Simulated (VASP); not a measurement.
# MgH2 (Fm-3m) in VASP: further runs

Runs on MgH2. Level: r2SCAN. Tasks: single point.

Program: VASP 6.6.1. These are calculated values, not measurements. Logs are shortened: lines on timing, memory, paths and dates and some standing lists are left out, and cuts for length are marked.

**1. The cell of the first run**

Symmetry: Fm-3m, No. 225, cubic system. Conventional cell: a = 4.762 Å, b = 4.762 Å, c = 4.762 Å, α = 90.00°, β = 90.00°, γ = 90.00°. Mg (site symmetry m-3m) has 8 H at 2.06 Å within 2.7 Å. H (site symmetry -43m) has 4 Mg at 2.06 Å and 6 H at 2.38 Å within 2.7 Å.

**2. Single point, r2SCAN**

Input file POSCAR:

```
MgH2
1.0
    0.0000000000      2.3810671667      2.3810671667
    2.3810671667      0.0000000000      2.3810671667
    2.3810671667      2.3810671667      0.0000000000
Mg H
1 2
Direct
    0.0000000000      0.0000000000      0.0000000000
    0.7500000000      0.7500000000      0.7500000000
    0.2500000000      0.2500000000      0.2500000000
```

Input file INCAR.step1:

```
SYSTEM = MgH2
PREC = Accurate
ENCUT = 520
ISMEAR = 0
SIGMA = 0.1
LREAL = .FALSE.
LASPH = .TRUE.
NELM = 100
NBANDS = 9
GGA = PE
ALGO = Normal
EDIFF = 1E-4
LWAVE = .TRUE.
LCHARG = .FALSE.
```

Input file INCAR.step2:

```
SYSTEM = MgH2
PREC = Accurate
ENCUT = 520
EDIFF = 1E-6
ISMEAR = 0
SIGMA = 0.1
LREAL = .FALSE.
LASPH = .TRUE.
NELM = 100
ALGO = Normal
ISIF = 2
LWAVE = .FALSE.
LCHARG = .FALSE.
METAGGA = R2SCAN
LMIXTAU = .TRUE.
NBANDS = 9
ISTART = 1
```

Input file KPOINTS:

```
regular mesh
0
G
  6 6 6
  0 0 0
```

Potentials or basis: VASP PAW PBE potentials, release 64 (Mg, H).

The run is started by

```sh
$ cat potpaw_PBE.64/Mg/POTCAR potpaw_PBE.64/H/POTCAR > POTCAR
$ cp INCAR.step1 INCAR
$ mpirun -np 1 vasp_std > vasp.out
$ cp INCAR.step2 INCAR
$ mpirun -np 1 vasp_std > vasp.out
```

OUTCAR:

```text
SYSTEM = MgH2
   PREC = Accurate
   ENCUT = 520
   EDIFF = 1E-6
   ISMEAR = 0
   LREAL = .FALSE.
   LASPH = .TRUE.
   NELM = 100
   ISIF = 2
   METAGGA = R2SCAN
   ISTART = 1

 ion  position               nearest neighbor table
   1  0.000  0.000  0.000-   2 2.06   3 2.06   2 2.06   2 2.06   2 2.06   3 2.06   3 2.06   3 2.06

   2  0.750  0.750  0.750-   1 2.06   1 2.06   1 2.06   1 2.06
   3  0.250  0.250  0.250-   1 2.06   1 2.06   1 2.06   1 2.06

  LATTYP: Found a face centered cubic cell.
 ALAT       =     4.7621343334

  Lattice vectors:

 A1 = (   0.0000000000,   2.3810671667,   2.3810671667)
 A2 = (   2.3810671667,   0.0000000000,   2.3810671667)
 A3 = (   2.3810671667,   2.3810671667,   0.0000000000)

Analysis of symmetry for initial positions (statically):
=====================================================================
 Subroutine PRICEL returns:
 Original cell was already a primitive cell.

 Routine SETGRP: Setting up the symmetry group for a
 face centered cubic supercell.

 Subroutine GETGRP returns: Found 48 space group operations
 (whereof 48 operations were pure point group operations)
 out of a pool of 48 trial point group operations.

The static configuration has the point symmetry O_h .

Analysis of symmetry for dynamics (positions and initial velocities):
=====================================================================
 Subroutine PRICEL returns:
 Original cell was already a primitive cell.

 Routine SETGRP: Setting up the symmetry group for a
 face centered cubic supercell.

 Subroutine GETGRP returns: Found 48 space group operations
 (whereof 48 operations were pure point group operations)
 out of a pool of 48 trial point group operations.

The dynamic configuration has the point symmetry O_h .

 Subroutine INISYM returns: Found 48 space group operations
 (whereof 48 operations are pure point group operations),
 and found     1 'primitive' translations

----------------------------------------------------------------------------------------

                                     Primitive cell

  volume of cell :      26.9988

  direct lattice vectors                    reciprocal lattice vectors
     0.000000000  2.381067167  2.381067167    -0.209989876  0.209989876  0.209989876
     2.381067167  0.000000000  2.381067167     0.209989876 -0.209989876  0.209989876
     2.381067167  2.381067167  0.000000000     0.209989876  0.209989876 -0.209989876

  length of vectors
     3.367337480  3.367337480  3.367337480     0.363713135  0.363713135  0.363713135

  position of ions in fractional coordinates (direct lattice)
     0.000000000  0.000000000  0.000000000
     0.750000000  0.750000000  0.750000000
     0.250000000  0.250000000  0.250000000

  ion indices of the primitive-cell ions
   primitive index   ion index
                 1           1
                 2           2
                 3           3

----------------------------------------------------------------------------------------

 KPOINTS: regular mesh

Automatic generation of k-mesh.
 Grid dimensions read from file:
 generate k-points for:    6    6    6

 Generating k-lattice:

  Cartesian coordinates                     Fractional coordinates (reciprocal lattice)
    -0.034998313  0.034998313  0.034998313     0.166666667  0.000000000  0.000000000
     0.034998313 -0.034998313  0.034998313     0.000000000  0.166666667  0.000000000
     0.034998313  0.034998313 -0.034998313     0.000000000  0.000000000  0.166666667

  Length of vectors
     0.060618856  0.060618856  0.060618856

  Shift w.r.t. Gamma in fractional coordinates (k-lattice)
     0.000000000  0.000000000  0.000000000

 Subroutine IBZKPT returns following result:
 ===========================================

 Found     16 irreducible k-points:

 Following reciprocal coordinates:
            Coordinates               Weight
  0.000000  0.000000  0.000000      1.000000
  0.166667  0.000000  0.000000      8.000000
  0.333333  0.000000  0.000000      8.000000
  0.500000  0.000000  0.000000      4.000000
  0.166667  0.166667  0.000000      6.000000
  0.333333  0.166667  0.000000     24.000000
[... 8 lines left out ...]
 -0.333333  0.333333  0.166667     24.000000
 -0.333333  0.500000  0.166667     12.000000
   k-points           NKPTS =     16   k-points in BZ     NKDIM =     16   number of bands    NBANDS=      9
   number of dos      NEDOS =    301   number of ions     NIONS =      3
   total plane-waves  NPLWV =  21952
   dimension x,y,z NGX =    28 NGY =   28 NGZ =   28
   dimension x,y,z NGXF=    56 NGYF=   56 NGZF=   56
   ions per type =               1   2
   NGX,Y,Z   is equivalent  to a cutoff of  13.82, 13.82, 13.82 a.u.
   NGXF,Y,Z  is equivalent  to a cutoff of  27.65, 27.65, 27.65 a.u.
 SYSTEM =  MgH2
   PREC   = accura    normal or accurate (medium, high low for compatibility)
   ISTART =      1    job   : 0-new  1-cont  2-samecut
   ICHARG =      0    charge: 1-file 2-atom 10-const
   ISPIN  =      1    spin polarized calculation?
   LNONCOLLINEAR =      F non collinear calculations
   LSORBIT =      F    spin-orbit coupling
   LASPH  =      T    aspherical Exc in radial PAW
   ENCUT  =  520.0 eV  38.22 Ry    6.18 a.u.   6.26  6.26  6.26*2*pi/ulx,y,z
   NELM   =    100;   NELMIN=  2; NELMDL=  0     # of ELM steps
   EDIFF  = 0.1E-05   stopping-criterion for ELM
   LREAL  =      F    real-space projection
   EDIFFG = 0.1E-04   stopping-criterion for IOM
   NSW    =      0    number of steps for IOM
   IBRION =     -1    ionic relax: 0-MD 1-quasi-New 2-CG
   NFREE  =      0    steps in history (QN), initial steepest desc. (CG)
   ISIF   =      2    stress and relaxation
   ISYM   =      2    0-nonsym 1-usesym 2-fastsym
   POTIM  = 0.5000    time-step for ionic-motion
   TEBEG  =    0.0;   TEEND  =   0.0 temperature during run
   PSTRESS=    0.0 pullay stress
   NELECT =       4.0000    total number of electrons
   NUPDOWN=      -1.0000    fix difference up-down
   EMIN   =  10.00;   EMAX   =-10.00  energy-range for DOS
   EFERMI =   0.00;   METHOD = LEGACY
   ISMEAR =     0;   SIGMA  =   0.10  broadening in eV -4-tet -1-fermi 0-gaus
   EFERMI_NEDOS =   21; number of points for ismear=-14 and -15
   IALGO  =     38    algorithm
   IMIX   =      4    mixing-type and parameters
     AMIX     =   0.40;   BMIX     =  1.00
     AMIX_MAG =   1.60;   BMIX_MAG =  1.00
  volume/ion in A,a.u.               =       9.00        60.73
  Fermi-wavevector in a.u.,A,eV,Ry     =   0.866257  1.636987 10.209817  0.750400
  Thomas-Fermi vector in A             =   1.984619
   LORBIT       =      0    0 simple, 1 ext, 2 COOP (PROOUT), +10 PAW based schemes
   METAGGA = R2SCAN    functional components
   LHFCALC =     F    Hartree Fock is set to
   AEXX    =    0.0000 exact exchange contribution
   IVDW    =     0    specifies the selected vdW correction
   LEPSILON=     F    determine dielectric tensor
   LRPA    =     F    only Hartree local field effects (RPA)
 non-spin polarized calculation
 Gauss-broadening in eV      SIGMA  =   0.10
  energy-cutoff  :      520.00
  volume of cell :       27.00
 maximum number of plane-waves:       745
 NGX is ok and might be reduce to    28
   NGX = 13   NGY = 13   NGZ = 13

 number of electron       4.0000000 magnetization

 Free energy of the ion-electron system (eV)
  ---------------------------------------------------
  ext. energy  EPLUGINS =         0.00000000
  ---------------------------------------------------
  free energy    TOTEN  =       -11.52188003 eV

  energy without entropy =      -11.52115340  energy(sigma->0) =      -11.52151672

 E-fermi :   2.8491     XC(G=0):  -9.2695

 val. band max:        2.6195076690   @ k =   0.1667   0.0000   0.0000
 cond. band min:       2.8792901526   @ k =   0.5000   0.5000   0.0000
 fundamental gap:      0.2597824836
 Fermi energy:         2.8491435497

 k-point     1 :       0.0000    0.0000    0.0000
  band No.  band energies     occupation
      1      -7.4101      2.00000
      2       3.7727      0.00000
      3      12.6634      0.00000
      4      12.6634      0.00000
      5      12.6634      0.00000
      6      15.7998      0.00000
      7      15.7998      0.00000
      8      15.7998      0.00000
      9      16.4186      0.00000

 k-point     2 :       0.1667    0.0000    0.0000
  band No.  band energies     occupation
      1      -6.8892      2.00000
      2       2.6195      1.99884
      3      11.1395      0.00000
      4      12.1994      0.00000
      5      12.1994      0.00000
      6      14.5498      0.00000
      7      16.6015      0.00000
      8      16.6015      0.00000
      9      17.5277      0.00000

 k-point     3 :       0.3333    0.0000    0.0000
  band No.  band energies     occupation
      1      -5.3687      2.00000
      2      -0.0752      2.00000
      3      10.0938      0.00000
      4      11.9579      0.00000
      5      11.9579      0.00000
      6      12.1680      0.00000
      7      14.1720      0.00000
      8      14.1720      0.00000
      9      20.6028      0.00000

 k-point     4 :       0.5000    0.0000    0.0000
  band No.  band energies     occupation
      1      -3.0258      2.00000
      2      -2.9531      2.00000
      3      10.1796      0.00000
      4      10.8933      0.00000
      5      12.4718      0.00000
      6      12.4718      0.00000
      7      12.6889      0.00000
      8      12.6889      0.00000
      9      23.8163      0.00000
[... 109 lines left out ...]
 k-point    14 :       0.5000    0.3333    0.1667
  band No.  band energies     occupation
      1      -4.1643      2.00000
      2      -0.3139      2.00000
      3       6.2403      0.00000
      4       6.8862      0.00000
      5      11.2954      0.00000
      6      14.6005      0.00000
      7      15.8664      0.00000
      8      19.3370      0.00000
      9      21.4775      0.00000

 k-point    15 :      -0.3333    0.3333    0.1667
  band No.  band energies     occupation
      1      -2.1875      2.00000
      2      -2.1713      2.00000
      3       5.2709      0.00000
      4       5.9096      0.00000
      5      12.7932      0.00000
      6      12.8326      0.00000
      7      18.2553      0.00000
      8      19.2453      0.00000
      9      21.5204      0.00000

 k-point    16 :      -0.3333    0.5000    0.1667
  band No.  band energies     occupation
      1      -2.5224      2.00000
      2      -0.9215      2.00000
      3       3.5977      0.00000
      4       5.8146      0.00000
      5      10.6743      0.00000
      6      15.1271      0.00000
      7      16.2606      0.00000
      8      21.0869      0.00000
      9      24.5670      0.00000

------------------------ aborting loop because EDIFF is reached ----------------------------------------

  FORCE on cell =-STRESS in cart. coord.  units (eV):
  Direction    XX          YY          ZZ          XY          YZ          ZX
  --------------------------------------------------------------------------------------
  -------------------------------------------------------------------------------------
  Total       -0.3110800     -0.3110800     -0.3110800     -0.0000000     -0.0000000      0.0000000
  in kB      -18.4602551    -18.4602551    -18.4602551     -0.0000000     -0.0000000      0.0000000
  external PRESSURE =     -18.4602551 kB  Pullay stress =       0.0000000 kB

 VOLUME and BASIS-vectors are now :
 -----------------------------------------------------------------------------
  energy-cutoff  :      520.00
  volume of cell :       27.00
      direct lattice vectors                 reciprocal lattice vectors
     0.000000000  2.381067167  2.381067167    -0.209989876  0.209989876  0.209989876
     2.381067167  0.000000000  2.381067167     0.209989876 -0.209989876  0.209989876
     2.381067167  2.381067167  0.000000000     0.209989876  0.209989876 -0.209989876

 POSITION                                       TOTAL-FORCE (eV/Angst)
 -----------------------------------------------------------------------------------
      0.00000      0.00000      0.00000         0.000000     -0.000000     -0.000000
      3.57160      3.57160      3.57160         0.000000      0.000000      0.000000
      1.19053      1.19053      1.19053        -0.000000     -0.000000     -0.000000
 -----------------------------------------------------------------------------------
    total drift:                                0.000000      0.000000      0.000000

  FREE ENERGIE OF THE ION-ELECTRON SYSTEM (eV)
  ---------------------------------------------------
  free  energy   TOTEN  =       -11.5218800252 eV

  energy  without entropy=      -11.5211534050  energy(sigma->0) =      -11.52151672
```

Run time: 15 s. Hardware: 1 thread of Intel Xeon 6975P-C (Granite Rapids), shared host; peak memory 0.16 GiB.

Results:

```yaml
Free_energy: -11.5219 eV
Pressure: -1.8 GPa
Band_gap_on_the_k_mesh: zero (bands 2 and 3 overlap by 0.89 eV)
```

Caveat: the k points lie up to 0.38 Å⁻¹ apart, too coarse for converged energies and pressures of a metal; the PAW data sets were made with another functional, which shifts forces and pressure a little.

**3. Single point, r2SCAN (8.27 Å³/atom)**

This run uses another cell than the first one, of 8.27 Å³/atom.

Input file POSCAR:

```
MgH2
1.0
    0.0000000000      2.3151427237      2.3151427237
    2.3151427237      0.0000000000      2.3151427237
    2.3151427237      2.3151427237      0.0000000000
Mg H
1 2
Direct
    0.0000000000      0.0000000000      0.0000000000
    0.7500000000      0.7500000000      0.7500000000
    0.2500000000      0.2500000000      0.2500000000
```

Input file INCAR.step1:

```
SYSTEM = MgH2
ALGO = Normal
EDIFF = 1E-4
ENCUT = 520
GGA = PE
ISMEAR = 0
LASPH = .True.
LCHARG = .False.
LREAL = .False.
LWAVE = .True.
NBANDS = 9
NELM = 60
PREC = Accurate
SIGMA = 0.1
```

Input file INCAR.step2:

```
SYSTEM = MgH2
ALGO = Normal
EDIFF = 1E-7
ENCUT = 520
ISIF = 2
ISMEAR = 0
ISTART = 1
LASPH = .True.
LCHARG = .False.
LMIXTAU = .True.
LREAL = .False.
LWAVE = .False.
METAGGA = R2SCAN
NBANDS = 9
NELM = 60
PREC = Accurate
SIGMA = 0.1
```

Input file KPOINTS:

```
k-points
0
Gamma
  16 16 16
  0 0 0
```

Potentials or basis: VASP PAW PBE potentials, release 64 (Mg, H).

The run is started by

```sh
$ cat potpaw_PBE.64/Mg/POTCAR potpaw_PBE.64/H/POTCAR > POTCAR
$ cp INCAR.step1 INCAR
$ mpirun -np 1 vasp_std > vasp.out
$ cp INCAR.step2 INCAR
$ mpirun -np 1 vasp_std > vasp.out
```

Wall time 43 s (1 thread of Intel Xeon 6975P-C (Granite Rapids), shared host); peak memory 0.17 GiB.

It converged, with:

| Property | Result |
| --- | --- |
| Free energy | -11.5090 eV |
| Pressure | 3.7 GPa |
| Band gap on the k mesh | zero (bands 2 and 3 overlap by 1.10 eV) |

Levels at points of the mesh, in eV from the Fermi level:
| k point | band 1 | band 2 | band 3 | band 4 | band 5 | band 6 |
| --- | --- | --- | --- | --- | --- | --- |
| (0.00, 0.00, 0.00) | -11.16 | 0.77 | 9.84 | 9.84 | 9.84 | 13.49 |
| (0.50, 0.00, 0.00) | -6.50 | -6.45 | 7.33 | 8.49 | 9.61 | 9.61 |
| (0.50, 0.50, 0.00) | -6.60 | -2.95 | -0.33 | 5.11 | 5.11 | 9.16 |

Caveat: the cell stands under pressure; the PAW data sets were made with another functional, which shifts forces and pressure a little.

The gap in the log of VASP goes by the Fermi energy; the results here count the filled bands.